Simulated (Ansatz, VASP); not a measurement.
**Na: VASP beside Ansatz**

```
CELL_PARAMETERS angstrom
7.02334 0.00000 0.00000
0.00000 7.02334 0.00000
0.00000 0.00000 7.02334
ATOMIC_POSITIONS crystal
Na 0.00000 0.00000 0.00000
```

Alike in both runs: task single point; functional BLYP; k mesh 5 × 5 × 5; no spin polarisation.

```csv
,VASP,Ansatz
version,VASP 6.6.1,Ansatz 0.2.0
potentials or method,"VASP PAW PBE potentials, release 64 (Na_pv), cutoff 520 eV","plane waves, PAW"
occupations,"fermi-dirac, width 0.1 eV",fermi-dirac
valence electrons in the cell,7,9
```

|  | VASP | Ansatz | Ansatz less VASP |
| --- | --- | --- | --- |
| pressure (GPa) | -0.1 | 0.0 | +0.01 |

VASP's potentials were made for PBE, not for BLYP. VASP's potentials hold 7 valence electrons a cell and Ansatz's 9, so a difference there can come from the potentials and not from the codes.
